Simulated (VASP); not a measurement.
# TeW (Fm-3m) in VASP: notebook

Runs on TeW. Level: PBEsol. Tasks: single point.

Program: VASP 6.6.1. These are calculated values, not measurements. Logs are shortened: lines on timing, memory, paths and dates and some standing lists are left out, and cuts for length are marked.

### Step 1. The cell of the first run

It takes space group Fm-3m (No. 225, cubic). The conventional cell has a = 5.566 Å, b = 5.566 Å, c = 5.566 Å, α = 90.00°, β = 90.00°, γ = 90.00°. W (site symmetry m-3m) has 6 Te at 2.78 Å within 3.7 Å. Within 3.7 Å of Te (site symmetry m-3m) lie 6 W at 2.78 Å.

### Step 2. Single point, PBEsol, collinear spin

File INCAR:

```
SYSTEM = TeW
ALGO = Normal
EDIFF = 1E-6
ENCUT = 520
GGA = PS
ISIF = 2
ISMEAR = 0
ISPIN = 2
LASPH = .TRUE.
LCHARG = .TRUE.
LELF = .TRUE.
LMAXMIX = 4
LORBIT = 11
LREAL = .FALSE.
LVHAR = .TRUE.
LWAVE = .FALSE.
MAGMOM = 1.02 0.01
NBANDS = 21
NELM = 150
NUPDOWN = 1.25
PREC = Accurate
SIGMA = 0.1
```

File KPOINTS:

```
k-points
0
G
  14 14 14
  0 0 0
```

File POSCAR:

```
TeW
1.0
    0.0000000000      2.7828287135      2.7828287135
    2.7828287135      0.0000000000      2.7828287135
    2.7828287135      2.7828287135      0.0000000000
W Te
1 1
Direct
    0.0000000000      0.0000000000      0.0000000000
    0.5000000000      0.5000000000      0.5000000000
```

Potentials or basis: VASP PAW PBE potentials, release 64 (W_sv, Te).

Launch:

```bash
cat potpaw_PBE.64/W_sv/POTCAR potpaw_PBE.64/Te/POTCAR > POTCAR
mpirun -np 1 vasp_std > vasp.out
```

OUTCAR:

```text
SYSTEM = TeW
   EDIFF = 1E-6
   ENCUT = 520
   GGA = PS
   ISIF = 2
   ISMEAR = 0
   ISPIN = 2
   LASPH = .TRUE.
   LORBIT = 11
   LREAL = .FALSE.
   NELM = 150
   NUPDOWN = 1.25
   PREC = Accurate

 ion  position               nearest neighbor table
   1  0.000  0.000  0.000-   2 2.78   2 2.78   2 2.78   2 2.78   2 2.78   2 2.78
   2  0.500  0.500  0.500-   1 2.78   1 2.78   1 2.78   1 2.78   1 2.78   1 2.78

  LATTYP: Found a face centered cubic cell.
 ALAT       =     5.5656574270

  Lattice vectors:

 A1 = (   0.0000000000,   2.7828287135,   2.7828287135)
 A2 = (   2.7828287135,   0.0000000000,   2.7828287135)
 A3 = (   2.7828287135,   2.7828287135,   0.0000000000)

Analysis of symmetry for initial positions (statically):
=====================================================================
 Subroutine PRICEL returns:
 Original cell was already a primitive cell.

 Routine SETGRP: Setting up the symmetry group for a
 face centered cubic supercell.

 Subroutine GETGRP returns: Found 48 space group operations
 (whereof 48 operations were pure point group operations)
 out of a pool of 48 trial point group operations.

The static configuration has the point symmetry O_h .

Analysis of symmetry for dynamics (positions and initial velocities):
=====================================================================
 Subroutine PRICEL returns:
 Original cell was already a primitive cell.

 Routine SETGRP: Setting up the symmetry group for a
 face centered cubic supercell.

 Subroutine GETGRP returns: Found 48 space group operations
 (whereof 48 operations were pure point group operations)
 out of a pool of 48 trial point group operations.

The dynamic configuration has the point symmetry O_h .

Analysis of structural, dynamic, and magnetic symmetry:
=====================================================================
 Subroutine PRICEL returns:
 Original cell was already a primitive cell.

 Routine SETGRP: Setting up the symmetry group for a
 face centered cubic supercell.

 Subroutine GETGRP returns: Found 48 space group operations
 (whereof 48 operations were pure point group operations)
 out of a pool of 48 trial point group operations.

The overall configuration has the point symmetry O_h .

 Subroutine INISYM returns: Found 48 space group operations
 (whereof 48 operations are pure point group operations),
 and found     1 'primitive' translations

----------------------------------------------------------------------------------------

                                     Primitive cell

  volume of cell :      43.1012

  direct lattice vectors                    reciprocal lattice vectors
     0.000000000  2.782828713  2.782828713    -0.179673293  0.179673293  0.179673293
     2.782828713  0.000000000  2.782828713     0.179673293 -0.179673293  0.179673293
     2.782828713  2.782828713  0.000000000     0.179673293  0.179673293 -0.179673293

  length of vectors
     3.935514108  3.935514108  3.935514108     0.311203273  0.311203273  0.311203273

  position of ions in fractional coordinates (direct lattice)
     0.000000000  0.000000000  0.000000000
     0.500000000  0.500000000  0.500000000

  ion indices of the primitive-cell ions
   primitive index   ion index
                 1           1
                 2           2

----------------------------------------------------------------------------------------

 KPOINTS: k-points

Automatic generation of k-mesh.
 Grid dimensions read from file:
 generate k-points for:   14   14   14

 Generating k-lattice:

  Cartesian coordinates                     Fractional coordinates (reciprocal lattice)
    -0.012833807  0.012833807  0.012833807     0.071428571  0.000000000  0.000000000
     0.012833807 -0.012833807  0.012833807     0.000000000  0.071428571  0.000000000
     0.012833807  0.012833807 -0.012833807     0.000000000  0.000000000  0.071428571

  Length of vectors
     0.022228805  0.022228805  0.022228805

  Shift w.r.t. Gamma in fractional coordinates (k-lattice)
     0.000000000  0.000000000  0.000000000

 Subroutine IBZKPT returns following result:
 ===========================================

 Found    104 irreducible k-points:

 Following reciprocal coordinates:
            Coordinates               Weight
  0.000000  0.000000  0.000000      1.000000
  0.071429  0.000000  0.000000      8.000000
  0.142857  0.000000  0.000000      8.000000
  0.214286  0.000000  0.000000      8.000000
  0.285714  0.000000  0.000000      8.000000
  0.357143  0.000000  0.000000      8.000000
[... 16 lines left out ...]
  0.214286  0.142857  0.000000     24.000000
  0.285714  0.142857  0.000000     24.000000
 [... further k-points ...]
   k-points           NKPTS =    104   k-points in BZ     NKDIM =    104   number of bands    NBANDS=     21
   number of dos      NEDOS =    301   number of ions     NIONS =      2
   total plane-waves  NPLWV =  27000
   dimension x,y,z NGX =    30 NGY =   30 NGZ =   30
   dimension x,y,z NGXF=    60 NGYF=   60 NGZF=   60
   ions per type =               1   1
   NGX,Y,Z   is equivalent  to a cutoff of  12.67, 12.67, 12.67 a.u.
   NGXF,Y,Z  is equivalent  to a cutoff of  25.35, 25.35, 25.35 a.u.
 SYSTEM =  TeW
   PREC   = accura    normal or accurate (medium, high low for compatibility)
   ISTART =      0    job   : 0-new  1-cont  2-samecut
   ICHARG =      2    charge: 1-file 2-atom 10-const
   ISPIN  =      2    spin polarized calculation?
   LNONCOLLINEAR =      F non collinear calculations
   LSORBIT =      F    spin-orbit coupling
   LASPH  =      T    aspherical Exc in radial PAW
   ENCUT  =  520.0 eV  38.22 Ry    6.18 a.u.   7.32  7.32  7.32*2*pi/ulx,y,z
   NELM   =    150;   NELMIN=  2; NELMDL= -5     # of ELM steps
   EDIFF  = 0.1E-05   stopping-criterion for ELM
   LREAL  =      F    real-space projection
   EDIFFG = 0.1E-04   stopping-criterion for IOM
   NSW    =      0    number of steps for IOM
   IBRION =     -1    ionic relax: 0-MD 1-quasi-New 2-CG
   NFREE  =      0    steps in history (QN), initial steepest desc. (CG)
   ISIF   =      2    stress and relaxation
   ISYM   =      2    0-nonsym 1-usesym 2-fastsym
   POTIM  = 0.5000    time-step for ionic-motion
   TEBEG  =    0.0;   TEEND  =   0.0 temperature during run
   PSTRESS=    0.0 pullay stress
   NELECT =      20.0000    total number of electrons
   NUPDOWN=       1.2500    fix difference up-down
   EMIN   =  10.00;   EMAX   =-10.00  energy-range for DOS
   EFERMI =   0.00;   METHOD = LEGACY
   ISMEAR =     0;   SIGMA  =   0.10  broadening in eV -4-tet -1-fermi 0-gaus
   EFERMI_NEDOS =   21; number of points for ismear=-14 and -15
   IALGO  =     38    algorithm
   IMIX   =      4    mixing-type and parameters
     AMIX     =   0.40;   BMIX     =  1.00
     AMIX_MAG =   1.60;   BMIX_MAG =  1.00
  volume/ion in A,a.u.               =      21.55       145.43
  Fermi-wavevector in a.u.,A,eV,Ry     =   1.267423  2.395083 21.855880  1.606362
  Thomas-Fermi vector in A             =   2.400572
   LORBIT       =     11    0 simple, 1 ext, 2 COOP (PROOUT), +10 PAW based schemes
   GGA     = PS    functional components
   LHFCALC =     F    Hartree Fock is set to
   AEXX    =    0.0000 exact exchange contribution
   IVDW    =     0    specifies the selected vdW correction
   LEPSILON=     F    determine dielectric tensor
   LRPA    =     F    only Hartree local field effects (RPA)
 spin polarized calculation
 Gauss-broadening in eV      SIGMA  =   0.10
  energy-cutoff  :      520.00
  volume of cell :       43.10
 maximum number of plane-waves:      1211
 NGX is ok and might be reduce to    30
   NGX = 15   NGY = 15   NGZ = 15

 number of electron      20.0000001 magnetization       1.2499988

 Free energy of the ion-electron system (eV)
  ---------------------------------------------------
  ext. energy  EPLUGINS =         0.00000000
  ---------------------------------------------------
  free energy    TOTEN  =       -14.41276572 eV

  energy without entropy =      -14.39258635  energy(sigma->0) =      -14.40267603

 E-fermi :  10.0064     XC(G=0): -11.6150

 val. band max:        9.9951512145   @ k =  -0.3571   0.1429   0.0000
 cond. band min:       9.8905444964   @ k =  -0.1429   0.2143   0.0714
 fundamental gap:     -0.1046067181
 Fermi energy:         9.8894609025

 spin component 1

 k-point     1 :       0.0000    0.0000    0.0000
  band No.  band energies     occupation
      1     -64.3953      1.00000
      2     -28.7105      1.00000
      3     -28.7105      1.00000
      4     -28.7105      1.00000
      5      -4.4736      1.00000
      6       7.9463      1.00000
[... 13 lines left out ...]
     20      21.0863      0.00000
     21      21.0863      0.00000
[... 529 lines left out ...]
 k-point    24 :       0.2857    0.1429    0.0000
  band No.  band energies     occupation
      1     -64.3947      1.00000
      2     -28.7312      1.00000
      3     -28.7156      1.00000
      4     -28.7138      1.00000
      5      -3.5668      1.00000
      6       4.2638      1.00000
[... 13 lines left out ...]
     20      23.2839      0.00000
     21      24.0117      0.00000

 [... further k-points ...]

 spin component 2

 k-point     1 :       0.0000    0.0000    0.0000
  band No.  band energies     occupation
      1     -63.9598      1.00000
      2     -28.1250      1.00000
      3     -28.1250      1.00000
      4     -28.1250      1.00000
      5      -4.3532      1.00000
      6       8.6229      1.00000
[... 13 lines left out ...]
     20      21.3766      0.00000
     21      21.3766      0.00000
[... 529 lines left out ...]
 k-point    24 :       0.2857    0.1429    0.0000
  band No.  band energies     occupation
      1     -63.9592      1.00000
      2     -28.1458      1.00000
      3     -28.1300      1.00000
      4     -28.1282      1.00000
      5      -3.4698      1.00000
      6       4.5210      1.00000
[... 13 lines left out ...]
     20      23.5679      0.00000
     21      24.2845      0.00000

 [... further k-points ...]

------------------------ aborting loop because EDIFF is reached ----------------------------------------

  FORCE on cell =-STRESS in cart. coord.  units (eV):
  Direction    XX          YY          ZZ          XY          YZ          ZX
  --------------------------------------------------------------------------------------
  -------------------------------------------------------------------------------------
  Total       -0.4562100     -0.4562100     -0.4562100      0.0000000      0.0000000      0.0000000
  in kB      -16.9584414    -16.9584414    -16.9584414      0.0000000      0.0000000      0.0000000
  external PRESSURE =     -16.9584414 kB  Pullay stress =       0.0000000 kB

 VOLUME and BASIS-vectors are now :
 -----------------------------------------------------------------------------
  energy-cutoff  :      520.00
  volume of cell :       43.10
      direct lattice vectors                 reciprocal lattice vectors
     0.000000000  2.782828713  2.782828713    -0.179673293  0.179673293  0.179673293
     2.782828713  0.000000000  2.782828713     0.179673293 -0.179673293  0.179673293
     2.782828713  2.782828713  0.000000000     0.179673293  0.179673293 -0.179673293

 POSITION                                       TOTAL-FORCE (eV/Angst)
 -----------------------------------------------------------------------------------
      0.00000      0.00000      0.00000        -0.000000      0.000000      0.000000
      2.78283      2.78283      2.78283         0.000000     -0.000000     -0.000000
 -----------------------------------------------------------------------------------
    total drift:                               -0.000000      0.000000      0.000000

  FREE ENERGIE OF THE ION-ELECTRON SYSTEM (eV)
  ---------------------------------------------------
  free  energy   TOTEN  =       -14.4127657154 eV

  energy  without entropy=      -14.3925863505  energy(sigma->0) =      -14.40267603

 total charge

# of ion       s       p       d       tot
------------------------------------------
    1        2.335   6.124   3.501  11.960
    2        1.328   1.995   0.144   3.467
--------------------------------------------------
tot          3.663   8.119   3.645  15.427

 magnetization (x)

# of ion       s       p       d       tot
------------------------------------------
    1        0.064   0.008   0.933   1.005
    2        0.002  -0.029   0.016  -0.011
--------------------------------------------------
tot          0.067  -0.022   0.949   0.994
```

Run time: 1.9 min. Hardware: 1 thread of Intel Xeon Platinum 8488C (Sapphire Rapids), shared host; peak memory 0.29 GiB.

What came out:

```
Free energy                                           : -14.4128 eV
Pressure                                              : -1.7 GPa
Net moment                                            : 1.25 μB per cell
Site moments                                          : W +1.00; Te -0.01 μB
Valence electrons inside the program's atomic spheres : W 11.96; Te 3.47
```

Caveat: the PAW data sets were made with another functional, which shifts forces and pressure a little; spin-orbit coupling is left out, which moves the levels of the heavy elements; the total moment is fixed, so each spin has its own Fermi level.

### Step 3. Single point, PBEsol, collinear spin

File INCAR:

```
  ALGO = Normal
  EDIFF = 1E-7
  ENCUT = 520
  GGA = PS
  ISIF = 2
  ISMEAR = 0
  ISPIN = 2
  LASPH = True
  LCHARG = False
  LMAXMIX = 4
  LORBIT = 11
  LREAL = False
  LWAVE = False
  MAGMOM = 1.22 0.01
  NBANDS = 21
  NELM = 150
  NUPDOWN = 1.5
  PREC = Accurate
  SIGMA = 0.1
```

File KPOINTS:

```
k-points
0
Gamma
  14 14 14
```

POSCAR is that of step 2.

Potentials or basis: VASP PAW PBE potentials, release 64 (W_sv, Te).

Launch:

```bash
cat potpaw_PBE.64/W_sv/POTCAR potpaw_PBE.64/Te/POTCAR > POTCAR
mpirun -np 1 vasp_std > vasp.out
```

OUTCAR:

```text
EDIFF = 1E-7
   ENCUT = 520
   GGA = PS
   ISIF = 2
   ISMEAR = 0
   ISPIN = 2
   LASPH = True
   LORBIT = 11
   LREAL = False
   NELM = 150
   NUPDOWN = 1.5
   PREC = Accurate

 ion  position               nearest neighbor table
   1  0.000  0.000  0.000-   2 2.78   2 2.78   2 2.78   2 2.78   2 2.78   2 2.78
   2  0.500  0.500  0.500-   1 2.78   1 2.78   1 2.78   1 2.78   1 2.78   1 2.78

  LATTYP: Found a face centered cubic cell.
 ALAT       =     5.5656574270

  Lattice vectors:

 A1 = (   0.0000000000,   2.7828287135,   2.7828287135)
[... 1367 lines left out ...]
  external PRESSURE =     -10.5041122 kB  Pullay stress =       0.0000000 kB

 VOLUME and BASIS-vectors are now :
 -----------------------------------------------------------------------------
  energy-cutoff  :      520.00
  volume of cell :       43.10
      direct lattice vectors                 reciprocal lattice vectors
     0.000000000  2.782828713  2.782828713    -0.179673293  0.179673293  0.179673293
     2.782828713  0.000000000  2.782828713     0.179673293 -0.179673293  0.179673293
     2.782828713  2.782828713  0.000000000     0.179673293  0.179673293 -0.179673293

 POSITION                                       TOTAL-FORCE (eV/Angst)
 -----------------------------------------------------------------------------------
      0.00000      0.00000      0.00000        -0.000000      0.000000      0.000000
      2.78283      2.78283      2.78283         0.000000     -0.000000     -0.000000
 -----------------------------------------------------------------------------------
    total drift:                               -0.000000      0.000000      0.000000

  FREE ENERGIE OF THE ION-ELECTRON SYSTEM (eV)
  ---------------------------------------------------
  free  energy   TOTEN  =       -14.4266751741 eV

  energy  without entropy=      -14.4096263001  energy(sigma->0) =      -14.41815074

 total charge

# of ion       s       p       d       tot
------------------------------------------
    1        2.337   6.124   3.503  11.964
    2        1.328   1.998   0.142   3.468
--------------------------------------------------
tot          3.666   8.122   3.645  15.432

 magnetization (x)

# of ion       s       p       d       tot
------------------------------------------
    1        0.078   0.009   1.114   1.202
    2        0.003  -0.036   0.022  -0.011
--------------------------------------------------
tot          0.081  -0.027   1.136   1.191
```

OSZICAR:

```text
N       E                     dE             d eps       ncg     rms          rms(c)
DAV:   1     0.144921487845E+03    0.14492E+03   -0.90757E+03  8736   0.916E+02
DAV:   2    -0.910599204488E+01   -0.15403E+03   -0.14880E+03  9711   0.274E+02
DAV:   3    -0.146065326761E+02   -0.55005E+01   -0.54208E+01 10581   0.480E+01
DAV:   4    -0.146668470355E+02   -0.60314E-01   -0.60291E-01  9739   0.549E+00
DAV:   5    -0.146678986473E+02   -0.10516E-02   -0.10516E-02 10287   0.742E-01    0.144E+01
DAV:   6    -0.144419937045E+02    0.22590E+00   -0.98122E-01  9551   0.634E+00    0.617E+00
DAV:   7    -0.144287291116E+02    0.13265E-01   -0.49158E-02  9481   0.161E+00    0.337E+00
DAV:   8    -0.144277007771E+02    0.10283E-02   -0.10987E-02 10147   0.709E-01    0.143E+00
DAV:   9    -0.144266588676E+02    0.10419E-02   -0.10479E-03 10057   0.172E-01    0.198E-01
DAV:  10    -0.144266926658E+02   -0.33798E-04   -0.16833E-04  9711   0.964E-02    0.997E-02
DAV:  11    -0.144266715772E+02    0.21089E-04   -0.60537E-05  9687   0.536E-02    0.328E-02
DAV:  12    -0.144266761134E+02   -0.45362E-05   -0.57814E-06 10192   0.186E-02    0.113E-02
DAV:  13    -0.144266757425E+02    0.37087E-06   -0.28216E-07  9761   0.375E-03    0.546E-03
DAV:  14    -0.144266751939E+02    0.54856E-06   -0.17962E-07  8314   0.338E-03    0.135E-03
DAV:  15    -0.144266751741E+02    0.19872E-07   -0.43532E-08  5023   0.131E-03
   1 F= -.14426675E+02 E0= -.14418151E+02  d E =-.170489E-01  mag=     1.5000
```

Run time: 2.4 min. Hardware: 1 thread of Intel Xeon Platinum 8488C (Sapphire Rapids), shared host; peak memory 0.29 GiB.

What came out:

```yaml
Free_energy: -14.4267 eV
Pressure: -1.1 GPa
Net_moment: 1.50 μB per cell
Site_moments: W +1.20; Te -0.01 μB
Valence_electrons_inside_the_program's_atomic_spheres: W 11.96; Te 3.47
```

Caveat: the PAW data sets were made with another functional, which shifts forces and pressure a little; spin-orbit coupling is left out, which moves the levels of the heavy elements; the total moment is fixed, so each spin has its own Fermi level.
